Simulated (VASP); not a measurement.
# Al in VASP: relaxation of the atoms with PBE

Aim: the relaxation of the atoms of Al with PBE.

All numbers are computed with VASP 6.6.1; they aren't measurements. Logs are shortened: lines on timing, memory, paths and dates and some standing lists are left out, and cuts for length are marked.

### 1 The cell of the first run

The cell holds a slab with vacuum, 5 atoms: a = 2.857 Å, b = 2.857 Å, c = 24.082 Å, α = 90.00°, β = 90.00°, γ = 90.00°.

### 2 Relaxation of the atoms, PBE

Input file INCAR:

```
ALGO     = Normal         # electronic algorithm
DIPOL    = 0.5 0.5 0.500
EDIFF    = 1E-7           # SCF threshold, eV
EDIFFG   = -0.01          # ionic threshold
ENCUT    = 520            # plane-wave cutoff, eV
GGA      = PE             # functional
IBRION   = 2              # ionic algorithm
IDIPOL   = 3            
ISIF     = 2              # what is computed and relaxed
ISMEAR   = -1             # smearing method
LASPH    = True           # aspherical terms in the spheres
LCHARG   = False          # write CHGCAR
LDIPOL   = True         
LREAL    = False          # projectors in reciprocal space
LWAVE    = False          # write WAVECAR
NELM     = 100            # most SCF steps
NSW      = 60             # ionic steps
PREC     = Accurate       # precision mode
SIGMA    = 0.08           # smearing width, eV
```

Input file KPOINTS:

```
k-points
0
Gamma
  14 14 1
```

Input file POSCAR:

```
Al
1.0
    2.8574853682      0.0000000000      0.0000000000
    0.0000000000      2.8574853682      0.0000000000
    0.0000000000      0.0000000000     24.0822000000
Al
5
Direct
    0.0000000000      0.0000000000      0.3321957895
    0.5000000000      0.5000000000      0.4160978945
    0.0000000000      0.0000000000      0.5000000000
    0.5000000000      0.5000000000      0.5839021055
    0.0000000000      0.0000000000      0.6678042105
```

Potentials or basis: VASP PAW PBE potentials, release 64 (Al).

Run with:

```sh
$ cat potpaw_PBE.64/Al/POTCAR > POTCAR
$ mpirun -np 1 vasp_std > vasp.out
```

OUTCAR:

```text
EDIFF = 1E-7
   EDIFFG = -0.01
   ENCUT = 520
   GGA = PE
   IBRION = 2
   ISIF = 2
   ISMEAR = -1
   LASPH = True
   LREAL = False
   NELM = 100
   NSW = 60
   PREC = Accurate

 ion  position               nearest neighbor table
   1  0.000  0.000  0.332-   2 2.86   2 2.86   2 2.86   2 2.86
   2  0.500  0.500  0.416-   1 2.86   1 2.86   1 2.86   1 2.86   3 2.86   3 2.86   3 2.86   3 2.86

   3  0.000  0.000  0.500-   2 2.86   4 2.86   2 2.86   4 2.86   2 2.86   4 2.86   2 2.86   4 2.86

   4  0.500  0.500  0.584-   5 2.86   5 2.86   5 2.86   5 2.86   3 2.86   3 2.86   3 2.86   3 2.86

   5  0.000  0.000  0.668-   4 2.86   4 2.86   4 2.86   4 2.86

  LATTYP: Found a simple tetragonal cell.
 ALAT       =     2.8574853682
 C/A-ratio  =     8.4277596897

  Lattice vectors:

 A1 = (   2.8574853682,   0.0000000000,   0.0000000000)
 A2 = (   0.0000000000,   2.8574853682,   0.0000000000)
 A3 = (   0.0000000000,   0.0000000000,  24.0822000000)

Analysis of symmetry for initial positions (statically):
=====================================================================
 Subroutine PRICEL returns:
 Original cell was already a primitive cell.

 Routine SETGRP: Setting up the symmetry group for a
 simple tetragonal supercell.

 Subroutine GETGRP returns: Found 16 space group operations
 (whereof 16 operations were pure point group operations)
 out of a pool of 16 trial point group operations.

The static configuration has the point symmetry D_4h.

Analysis of symmetry for dynamics (positions and initial velocities):
=====================================================================
 Subroutine PRICEL returns:
 Original cell was already a primitive cell.

 Routine SETGRP: Setting up the symmetry group for a
 simple tetragonal supercell.

 Subroutine GETGRP returns: Found 16 space group operations
 (whereof 16 operations were pure point group operations)
 out of a pool of 16 trial point group operations.

The dynamic configuration has the point symmetry D_4h.

 Subroutine INISYM returns: Found 16 space group operations
 (whereof 16 operations are pure point group operations),
 and found     1 'primitive' translations

----------------------------------------------------------------------------------------

                                     Primitive cell

  volume of cell :     196.6365

  direct lattice vectors                    reciprocal lattice vectors
     2.857485368  0.000000000  0.000000000     0.349958047  0.000000000  0.000000000
     0.000000000  2.857485368  0.000000000     0.000000000  0.349958047  0.000000000
     0.000000000  0.000000000 24.082200000     0.000000000  0.000000000  0.041524445

  length of vectors
     2.857485368  2.857485368 24.082200000     0.349958047  0.349958047  0.041524445

  position of ions in fractional coordinates (direct lattice)
     0.000000000  0.000000000  0.332195789
     0.500000000  0.500000000  0.416097894
     0.000000000  0.000000000  0.500000000
     0.500000000  0.500000000  0.583902106
     0.000000000  0.000000000  0.667804211

  ion indices of the primitive-cell ions
   primitive index   ion index
                 1           1
                 2           2
                 3           3
                 4           4
                 5           5

----------------------------------------------------------------------------------------

 KPOINTS: k-points

Automatic generation of k-mesh.
 Grid dimensions read from file:
 generate k-points for:   14   14    1

 Generating k-lattice:

  Cartesian coordinates                     Fractional coordinates (reciprocal lattice)
     0.024997003  0.000000000  0.000000000     0.071428571  0.000000000  0.000000000
     0.000000000  0.024997003  0.000000000     0.000000000  0.071428571  0.000000000
     0.000000000  0.000000000  0.041524445     0.000000000  0.000000000  1.000000000

  Length of vectors
     0.024997003  0.024997003  0.041524445

  Shift w.r.t. Gamma in fractional coordinates (k-lattice)
     0.000000000  0.000000000  0.000000000

 Subroutine IBZKPT returns following result:
 ===========================================

 Found     36 irreducible k-points:

 Following reciprocal coordinates:
            Coordinates               Weight
  0.000000  0.000000  0.000000      1.000000
  0.071429  0.000000  0.000000      4.000000
  0.142857  0.000000  0.000000      4.000000
  0.214286  0.000000  0.000000      4.000000
  0.285714  0.000000  0.000000      4.000000
  0.357143  0.000000  0.000000      4.000000
[... 16 lines left out ...]
  0.285714  0.214286  0.000000      8.000000
  0.357143  0.214286  0.000000      8.000000
 [... further k-points ...]
   k-points           NKPTS =     36   k-points in BZ     NKDIM =     36   number of bands    NBANDS=     11
   number of dos      NEDOS =    301   number of ions     NIONS =      5
   total plane-waves  NPLWV = 103680
   dimension x,y,z NGX =    24 NGY =   24 NGZ =  180
   dimension x,y,z NGXF=    48 NGYF=   48 NGZF=  360
   ions per type =               5
   NGX,Y,Z   is equivalent  to a cutoff of  13.96, 13.96, 12.43 a.u.
   NGXF,Y,Z  is equivalent  to a cutoff of  27.93, 27.93, 24.85 a.u.
 SYSTEM =  unknown system
   PREC   = accura    normal or accurate (medium, high low for compatibility)
   ISTART =      0    job   : 0-new  1-cont  2-samecut
   ICHARG =      2    charge: 1-file 2-atom 10-const
   ISPIN  =      1    spin polarized calculation?
   LNONCOLLINEAR =      F non collinear calculations
   LSORBIT =      F    spin-orbit coupling
   LASPH  =      T    aspherical Exc in radial PAW
   ENCUT  =  520.0 eV  38.22 Ry    6.18 a.u.   5.31  5.31 44.78*2*pi/ulx,y,z
   NELM   =    100;   NELMIN=  2; NELMDL= -5     # of ELM steps
   EDIFF  = 0.1E-06   stopping-criterion for ELM
   LREAL  =      F    real-space projection
   EDIFFG = -.1E-01   stopping-criterion for IOM
   NSW    =     60    number of steps for IOM
   IBRION =      2    ionic relax: 0-MD 1-quasi-New 2-CG
   NFREE  =      1    steps in history (QN), initial steepest desc. (CG)
   ISIF   =      2    stress and relaxation
   ISYM   =      2    0-nonsym 1-usesym 2-fastsym
   POTIM  = 0.5000    time-step for ionic-motion
   TEBEG  =    0.0;   TEEND  =   0.0 temperature during run
   PSTRESS=    0.0 pullay stress
   NELECT =      15.0000    total number of electrons
   NUPDOWN=      -1.0000    fix difference up-down
   EMIN   =  10.00;   EMAX   =-10.00  energy-range for DOS
   EFERMI =   0.00;   METHOD = LEGACY
   ISMEAR =    -1;   SIGMA  =   0.08  broadening in eV -4-tet -1-fermi 0-gaus
   EFERMI_NEDOS =   21; number of points for ismear=-14 and -15
   IALGO  =     38    algorithm
   IMIX   =      4    mixing-type and parameters
     AMIX     =   0.40;   BMIX     =  1.00
     AMIX_MAG =   1.60;   BMIX_MAG =  1.00
  volume/ion in A,a.u.               =      39.33       265.39
  Fermi-wavevector in a.u.,A,eV,Ry     =   0.694305  1.312047  6.558824  0.482060
  Thomas-Fermi vector in A             =   1.776762
   LORBIT       =      0    0 simple, 1 ext, 2 COOP (PROOUT), +10 PAW based schemes
   GGA     = PE    functional components
   LHFCALC =     F    Hartree Fock is set to
   AEXX    =    0.0000 exact exchange contribution
   IVDW    =     0    specifies the selected vdW correction
   LEPSILON=     F    determine dielectric tensor
   LRPA    =     F    only Hartree local field effects (RPA)
 conjugate gradient relaxation of ions
 non-spin polarized calculation
  energy-cutoff  :      520.00
  volume of cell :      196.64
 maximum number of plane-waves:      5352
 NGX is ok and might be reduce to    24
   NGX = 11   NGY = 11   NGZ = 89

--------------------------------------- Ionic step        1  -------------------------------------------

 number of electron      15.0000000 magnetization

 Free energy of the ion-electron system (eV)
  ---------------------------------------------------
  ext. energy  EPLUGINS =         0.00000000
  ---------------------------------------------------
  free energy    TOTEN  =       -17.79778426 eV

  energy without entropy =      -17.74704814  energy(sigma->0) =      -17.77241620

------------------------ aborting loop because EDIFF is reached ----------------------------------------

  FORCE on cell =-STRESS in cart. coord.  units (eV):
  Direction    XX          YY          ZZ          XY          YZ          ZX
  --------------------------------------------------------------------------------------
  -------------------------------------------------------------------------------------
  Total       -1.6567791     -1.6567791      0.6635674      0.0000000      0.0000000      0.0000000
  in kB      -13.4992921    -13.4992921      5.4066898      0.0000000      0.0000000      0.0000000
  external PRESSURE =      -7.1972981 kB  Pullay stress =       0.0000000 kB
[... 254 lines left out ...]
  FREE ENERGIE OF THE ION-ELECTRON SYSTEM (eV)
  ---------------------------------------------------
  free  energy   TOTEN  =       -17.8024807998 eV

  energy  without entropy=      -17.7499228652  energy(sigma->0) =      -17.77620183

 dipolmoment           0.000000      0.000000      0.000000 electrons x Angstroem

--------------------------------------- Ionic step        8  -------------------------------------------

 number of electron      15.0000000 magnetization

 dipolmoment           0.000000      0.000000     -0.000000 electrons x Angstroem

 Free energy of the ion-electron system (eV)
  ---------------------------------------------------
  ext. energy  EPLUGINS =         0.00000000
  ---------------------------------------------------
  free energy    TOTEN  =       -17.80357855 eV

  energy without entropy =      -17.75201974  energy(sigma->0) =      -17.77779915

 E-fermi :   0.9213     XC(G=0):  -5.1303

 val. band max:        0.9157186162   @ k =   0.4286   0.2143   0.0000
 cond. band min:       0.9234379886   @ k =   0.4286   0.4286   0.0000
 fundamental gap:      0.0077193724
 Fermi energy:         0.9212668138

 k-point     1 :       0.0000    0.0000    0.0000
  band No.  band energies     occupation
      1      -9.7644      2.00000
      2      -8.8650      2.00000
      3      -7.4207      2.00000
      4      -5.4959      2.00000
      5      -3.1016      2.00000
      6      -1.2356      2.00000
      7       1.7773      0.00005
      8       3.9084      0.00000
      9       4.8449      0.00000
     10       5.8390      0.00000
     11       5.9373      0.00000
[... 309 lines left out ...]
 k-point    24 :       0.3571    0.2143    0.0000
  band No.  band energies     occupation
      1      -6.6591      2.00000
      2      -5.7763      2.00000
      3      -4.3576      2.00000
      4      -2.4644      2.00000
      5      -1.7185      2.00000
      6      -0.8598      2.00000
      7      -0.1156      2.00000
      8       0.5453      1.98196
      9       1.6176      0.00033
     10       2.4392      0.00000
     11       3.3520      0.00000

 [... further k-points ...]

------------------------ aborting loop because EDIFF is reached ----------------------------------------

 vacuum level on the upper side and lower side of the slab       (xc-potential included)        -0.100        -0.100

  FORCE on cell =-STRESS in cart. coord.  units (eV):
  Direction    XX          YY          ZZ          XY          YZ          ZX
  --------------------------------------------------------------------------------------
  -------------------------------------------------------------------------------------
  Total       -2.1259392     -2.1259392     -0.0450106      0.0000000      0.0000000      0.0000000
  in kB      -17.3219679    -17.3219679     -0.3667425      0.0000000      0.0000000      0.0000000
  external PRESSURE =     -11.6702261 kB  Pullay stress =       0.0000000 kB
[... 20 lines left out ...]
  FREE ENERGIE OF THE ION-ELECTRON SYSTEM (eV)
  ---------------------------------------------------
  free  energy   TOTEN  =       -17.8035785533 eV

  energy  without entropy=      -17.7520197404  energy(sigma->0) =      -17.77779915

 reached required accuracy - stopping structural energy minimisation

 vacuum level on the upper side and lower side of the slab         5.188         5.188
```

Wall time 7.8 min (1 thread of Intel Xeon Platinum 8259CL at 2.50GHz (Skylake/Cascade Lake), shared host); peak memory 0.34 GiB.

Results:

* Free energy: -17.8036 eV
* Energy gained by relaxing: 1.2 meV/atom
* Ionic steps: 8
* Largest force after relaxing: 0.005 eV/Å
* Band gap on the k mesh: zero (an odd number of electrons rules out a gap without spin polarisation)

Forces on the atoms (eV/Å):
```
Al   0.000  0.000  0.003
Al   0.000  0.000  0.005
Al   0.000  0.000  0.000
Al   0.000  0.000 -0.005
Al   0.000  0.000 -0.003
```

The path:
```csv
step,energy change (eV),largest force (eV/Å),pressure (GPa)
1,0.0000,0.0846,-0.72
2,-0.0006,0.0723,-0.74
3,-0.0019,0.0473,-0.81
4,-0.0018,0.1195,-0.95
5,-0.0023,0.0828,-0.88
6,-0.0030,0.0741,-0.91
7,-0.0047,0.0475,-1.00
8,-0.0058,0.0048,-1.17
```

Final structure:
```
CELL_PARAMETERS angstrom
2.85749 0.00000 0.00000
0.00000 2.85749 0.00000
0.00000 0.00000 24.08220
ATOMIC_POSITIONS crystal
Al 0.00000 0.00000 0.32904
Al 0.50000 0.50000 0.41433
Al 0.00000 0.00000 0.50000
Al 0.50000 0.50000 0.58567
Al 0.00000 0.00000 0.67096
```

Levels at points of the mesh, in eV from the Fermi level:
```tsv
k point	band 4	band 5	band 6	band 7	band 8	band 9	band 10	band 11
(0.00, 0.00, 0.00)	-6.42	-4.02	-2.16	0.86	2.99	3.92	4.92	5.02
(0.50, 0.00, 0.00)	-5.29	-3.97	-3.93	-2.22	-1.91	-0.02	0.68	1.71
(0.50, 0.50, 0.00)	-1.67	-1.20	-1.11	-0.46	-0.32	-0.32	-0.04	1.04
```
